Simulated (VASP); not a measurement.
Crystal: Co.

```
CELL_PARAMETERS angstrom
2.80464 0.00000 0.00000
0.00000 2.80464 0.00000
0.00000 0.00000 2.80464
ATOMIC_POSITIONS crystal
Co 0.00000 0.00000 0.00000
Co 0.50000 0.50000 0.50000
```

Base run:

| Item | Value |
| --- | --- |
| Program | VASP 6.6.1 |
| Functional | PBE |
| Potentials or basis | VASP PAW PBE potentials, release 64 (Co) |
| Cutoff | 520 eV |
| k mesh | 12 × 12 × 12 |
| Occupations | fermi-dirac, width 0.05 eV |
| Spin | no spin polarisation |

Its results: band gap on the k mesh zero (band 9 reaches 10.58 eV, above the bottom of band 10 at 9.24 eV); pressure -9.9 GPa.

Q: The run is repeated on the same cell with these changes: spin from no spin polarisation to collinear spin, antiferromagnetic start; further incar settings from ALGO = Normal; EDIFF = 1e-06; NBANDS = 16 to ALGO = Normal; EDIFF = 1e-07; NBANDS = 20. What comes out?

A: Band gap on the k mesh zero (filled and empty bands overlap); pressure -7.3 GPa; net moment 0.00 μB per cell; site moments Co +0.85, -0.85 μB.
